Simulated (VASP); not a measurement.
# C (Fd-3m) in VASP: single point with PBEsol

Aim: the single point of C with PBEsol.

All numbers are computed with VASP 6.6.1; they aren't measurements. Logs are shortened: lines on timing, memory, paths and dates and some standing lists are left out, and cuts for length are marked.

**1. The cell of the first run**

It takes space group Fd-3m (No. 227, cubic). Conventional cell: a = 3.554 Å, b = 3.554 Å, c = 3.554 Å, α = 90.00°, β = 90.00°, γ = 90.00°. C (site symmetry -43m) has 4 C at 1.54 Å within 2.1 Å.

**2. Single point, PBEsol**

File INCAR:

```
SYSTEM = C
  ALGO = Normal
  EDIFF = 1E-6
  ENCUT = 600
  GGA = PS
  GGA_COMPAT = .False.
  ISIF = 2
  ISMEAR = 0
  LASPH = .True.
  LCHARG = .False.
  LREAL = .False.
  LWAVE = .False.
  NBANDS = 11
  NELM = 120
  PREC = Accurate
  SIGMA = 0.02
```

File KPOINTS:

```
k-points
0
Gamma
  12 12 12
  0 0 0
```

File POSCAR:

```
C
1.0
    0.0000000000      1.7768347122      1.7768347122
    1.7768347122      0.0000000000      1.7768347122
    1.7768347122      1.7768347122      0.0000000000
C
2
Direct
    0.5000000000      0.5000000000      0.5000000000
    0.7500000000      0.7500000000      0.7500000000
```

Potentials or basis: VASP PAW PBE potentials, release 64 (C).

Started as:

```console
$ cat potpaw_PBE.64/C/POTCAR > POTCAR
$ mpirun -np 1 vasp_std > vasp.out
```

OUTCAR:

```text
SYSTEM = C
   EDIFF = 1E-6
   ENCUT = 600
   GGA = PS
   ISIF = 2
   ISMEAR = 0
   LASPH = .True.
   LREAL = .False.
   NELM = 120
   PREC = Accurate

 ion  position               nearest neighbor table
   1  0.500  0.500  0.500-   2 1.54   2 1.54   2 1.54   2 1.54
   2  0.750  0.750  0.750-   1 1.54   1 1.54   1 1.54   1 1.54

  LATTYP: Found a face centered cubic cell.
 ALAT       =     3.5536694244

  Lattice vectors:

 A1 = (   0.0000000000,   1.7768347122,   1.7768347122)
 A2 = (   1.7768347122,   0.0000000000,   1.7768347122)
 A3 = (   1.7768347122,   1.7768347122,   0.0000000000)

Analysis of symmetry for initial positions (statically):
=====================================================================
 Subroutine PRICEL returns:
 Original cell was already a primitive cell.

 Routine SETGRP: Setting up the symmetry group for a
 face centered cubic supercell.

 Subroutine GETGRP returns: Found 48 space group operations
 (whereof 24 operations were pure point group operations)
 out of a pool of 48 trial point group operations.

The static configuration has the point symmetry T_d .
 The point group associated with its full space group is O_h .

Analysis of symmetry for dynamics (positions and initial velocities):
=====================================================================
 Subroutine PRICEL returns:
 Original cell was already a primitive cell.

 Routine SETGRP: Setting up the symmetry group for a
 face centered cubic supercell.

 Subroutine GETGRP returns: Found 48 space group operations
 (whereof 24 operations were pure point group operations)
 out of a pool of 48 trial point group operations.

The dynamic configuration has the point symmetry T_d .
 The point group associated with its full space group is O_h .

 Subroutine INISYM returns: Found 48 space group operations
 (whereof 24 operations are pure point group operations),
 and found     1 'primitive' translations

----------------------------------------------------------------------------------------

                                     Primitive cell

  volume of cell :      11.2194

  direct lattice vectors                    reciprocal lattice vectors
     0.000000000  1.776834712  1.776834712    -0.281399275  0.281399275  0.281399275
     1.776834712  0.000000000  1.776834712     0.281399275 -0.281399275  0.281399275
     1.776834712  1.776834712  0.000000000     0.281399275  0.281399275 -0.281399275

  length of vectors
     2.512823748  2.512823748  2.512823748     0.487397842  0.487397842  0.487397842

  position of ions in fractional coordinates (direct lattice)
     0.500000000  0.500000000  0.500000000
     0.750000000  0.750000000  0.750000000

  ion indices of the primitive-cell ions
   primitive index   ion index
                 1           1
                 2           2

----------------------------------------------------------------------------------------

 KPOINTS: k-points

Automatic generation of k-mesh.
 Grid dimensions read from file:
 generate k-points for:   12   12   12

 Generating k-lattice:

  Cartesian coordinates                     Fractional coordinates (reciprocal lattice)
    -0.023449940  0.023449940  0.023449940     0.083333333  0.000000000  0.000000000
     0.023449940 -0.023449940  0.023449940     0.000000000  0.083333333  0.000000000
     0.023449940  0.023449940 -0.023449940     0.000000000  0.000000000  0.083333333

  Length of vectors
     0.040616487  0.040616487  0.040616487

  Shift w.r.t. Gamma in fractional coordinates (k-lattice)
     0.000000000  0.000000000  0.000000000

 Subroutine IBZKPT returns following result:
 ===========================================

 Found     72 irreducible k-points:

 Following reciprocal coordinates:
            Coordinates               Weight
  0.000000  0.000000  0.000000      1.000000
  0.083333  0.000000  0.000000      8.000000
  0.166667  0.000000  0.000000      8.000000
  0.250000  0.000000  0.000000      8.000000
  0.333333  0.000000  0.000000      8.000000
  0.416667  0.000000  0.000000      8.000000
[... 16 lines left out ...]
  0.500000  0.166667  0.000000     24.000000
 -0.416667  0.166667  0.000000     24.000000
 [... further k-points ...]
   k-points           NKPTS =     72   k-points in BZ     NKDIM =     72   number of bands    NBANDS=     11
   number of dos      NEDOS =    301   number of ions     NIONS =      2
   total plane-waves  NPLWV =   8000
   dimension x,y,z NGX =    20 NGY =   20 NGZ =   20
   dimension x,y,z NGXF=    40 NGYF=   40 NGZF=   40
   ions per type =               2
   NGX,Y,Z   is equivalent  to a cutoff of  13.23, 13.23, 13.23 a.u.
   NGXF,Y,Z  is equivalent  to a cutoff of  26.46, 26.46, 26.46 a.u.
 SYSTEM =  C
   PREC   = accura    normal or accurate (medium, high low for compatibility)
   ISTART =      0    job   : 0-new  1-cont  2-samecut
   ICHARG =      2    charge: 1-file 2-atom 10-const
   ISPIN  =      1    spin polarized calculation?
   LNONCOLLINEAR =      F non collinear calculations
   LSORBIT =      F    spin-orbit coupling
   LASPH  =      T    aspherical Exc in radial PAW
   ENCUT  =  600.0 eV  44.10 Ry    6.64 a.u.   5.02  5.02  5.02*2*pi/ulx,y,z
   NELM   =    120;   NELMIN=  2; NELMDL= -5     # of ELM steps
   EDIFF  = 0.1E-05   stopping-criterion for ELM
   LREAL  =      F    real-space projection
   EDIFFG = 0.1E-04   stopping-criterion for IOM
   NSW    =      0    number of steps for IOM
   IBRION =     -1    ionic relax: 0-MD 1-quasi-New 2-CG
   NFREE  =      0    steps in history (QN), initial steepest desc. (CG)
   ISIF   =      2    stress and relaxation
   ISYM   =      2    0-nonsym 1-usesym 2-fastsym
   POTIM  = 0.5000    time-step for ionic-motion
   TEBEG  =    0.0;   TEEND  =   0.0 temperature during run
   PSTRESS=    0.0 pullay stress
   NELECT =       8.0000    total number of electrons
   NUPDOWN=      -1.0000    fix difference up-down
   EMIN   =  10.00;   EMAX   =-10.00  energy-range for DOS
   EFERMI =   0.00;   METHOD = LEGACY
   ISMEAR =     0;   SIGMA  =   0.02  broadening in eV -4-tet -1-fermi 0-gaus
   EFERMI_NEDOS =   21; number of points for ismear=-14 and -15
   IALGO  =     38    algorithm
   IMIX   =      4    mixing-type and parameters
     AMIX     =   0.40;   BMIX     =  1.00
     AMIX_MAG =   1.60;   BMIX_MAG =  1.00
  volume/ion in A,a.u.               =       5.61        37.86
  Fermi-wavevector in a.u.,A,eV,Ry     =   1.462563  2.763843 29.104078  2.139089
  Thomas-Fermi vector in A             =   2.578761
   LORBIT       =      0    0 simple, 1 ext, 2 COOP (PROOUT), +10 PAW based schemes
   GGA     = PS    functional components
   LHFCALC =     F    Hartree Fock is set to
   AEXX    =    0.0000 exact exchange contribution
   IVDW    =     0    specifies the selected vdW correction
   LEPSILON=     F    determine dielectric tensor
   LRPA    =     F    only Hartree local field effects (RPA)
 non-spin polarized calculation
 Gauss-broadening in eV      SIGMA  =   0.02
  energy-cutoff  :      600.00
  volume of cell :       11.22
 maximum number of plane-waves:       388
   NGX =  9   NGY =  9   NGZ =  9

 number of electron       7.9999999 magnetization

 Free energy of the ion-electron system (eV)
  ---------------------------------------------------
  ext. energy  EPLUGINS =         0.00000000
  ---------------------------------------------------
  free energy    TOTEN  =       -19.25424288 eV

  energy without entropy =      -19.25424288  energy(sigma->0) =      -19.25424288

 E-fermi :  10.0313     XC(G=0): -13.4872

 val. band max:        9.8679790994   @ k =   0.0000   0.0000   0.0000
 cond. band min:      13.9292486083   @ k =   0.3333   0.3333   0.0000
 fundamental gap:      4.0612695089
 Fermi energy:        10.0313205236

 k-point     1 :       0.0000    0.0000    0.0000
  band No.  band energies     occupation
      1     -11.8019      2.00000
      2       9.8680      2.00000
      3       9.8680      2.00000
      4       9.8680      2.00000
      5      15.4377      0.00000
      6      15.4377      0.00000
      7      15.4377      0.00000
      8      23.4879      0.00000
      9      28.9688      0.00000
     10      36.4591      0.00000
     11      36.4591      0.00000

 k-point     2 :       0.0833    0.0000    0.0000
  band No.  band energies     occupation
      1     -11.6078      2.00000
      2       8.6220      2.00000
      3       9.5382      2.00000
      4       9.5382      2.00000
      5      15.8688      0.00000
      6      15.8688      0.00000
      7      16.1703      0.00000
      8      23.6338      0.00000
      9      29.2959      0.00000
     10      34.2119      0.00000
     11      34.2119      0.00000

 k-point     3 :       0.1667    0.0000    0.0000
  band No.  band energies     occupation
      1     -11.0272      2.00000
      2       6.0599      2.00000
      3       8.8255      2.00000
      4       8.8255      2.00000
      5      16.8004      0.00000
      6      16.8004      0.00000
      7      17.2929      0.00000
      8      24.0489      0.00000
      9      29.9809      0.00000
     10      32.5920      0.00000
     11      32.5920      0.00000
[... 267 lines left out ...]
 k-point    23 :       0.5000    0.1667    0.0000
  band No.  band energies     occupation
      1      -5.9609      2.00000
      2      -2.3070      2.00000
      3       4.8183      2.00000
      4       5.8356      2.00000
      5      16.8936      0.00000
      6      20.6076      0.00000
      7      21.2167      0.00000
      8      24.1380      0.00000
      9      29.9223      0.00000
     10      33.7461      0.00000
     11      36.4441      0.00000

 k-point    24 :      -0.4167    0.1667    0.0000
  band No.  band energies     occupation
      1      -5.5097      2.00000
      2      -2.8458      2.00000
      3       4.3212      2.00000
      4       6.2223      2.00000
      5      17.3369      0.00000
      6      20.1110      0.00000
      7      21.1890      0.00000
      8      25.3341      0.00000
      9      29.2185      0.00000
     10      34.0075      0.00000
     11      34.4697      0.00000

 [... further k-points ...]

------------------------ aborting loop because EDIFF is reached ----------------------------------------

  FORCE on cell =-STRESS in cart. coord.  units (eV):
  Direction    XX          YY          ZZ          XY          YZ          ZX
  --------------------------------------------------------------------------------------
  -------------------------------------------------------------------------------------
  Total        0.0344572      0.0344572      0.0344572      0.0000000      0.0000000     -0.0000000
  in kB        4.9206196      4.9206196      4.9206196      0.0000000      0.0000000     -0.0000000
  external PRESSURE =       4.9206196 kB  Pullay stress =       0.0000000 kB

 VOLUME and BASIS-vectors are now :
 -----------------------------------------------------------------------------
  energy-cutoff  :      600.00
  volume of cell :       11.22
      direct lattice vectors                 reciprocal lattice vectors
     0.000000000  1.776834712  1.776834712    -0.281399275  0.281399275  0.281399275
     1.776834712  0.000000000  1.776834712     0.281399275 -0.281399275  0.281399275
     1.776834712  1.776834712  0.000000000     0.281399275  0.281399275 -0.281399275

 POSITION                                       TOTAL-FORCE (eV/Angst)
 -----------------------------------------------------------------------------------
      1.77683      1.77683      1.77683         0.000000     -0.000000      0.000000
      2.66525      2.66525      2.66525         0.000000      0.000000     -0.000000
 -----------------------------------------------------------------------------------
    total drift:                                0.000000     -0.000000      0.000000

  FREE ENERGIE OF THE ION-ELECTRON SYSTEM (eV)
  ---------------------------------------------------
  free  energy   TOTEN  =       -19.2542428848 eV

  energy  without entropy=      -19.2542428848  energy(sigma->0) =      -19.25424288
```

It took 8.6 s on 1 thread of AMD EPYC 9R45 (Zen 5), shared host; peak memory 0.09 GiB.

Results:

```
Free energy            : -19.2542 eV
Pressure               : 0.5 GPa
Band gap on the k mesh : 4.06 eV, indirect (least direct gap 5.57 eV)
```

Caveat: the PAW data sets were made with another functional, which shifts forces and pressure a little. As with any semilocal functional, this PBEsol gap is likely too small.
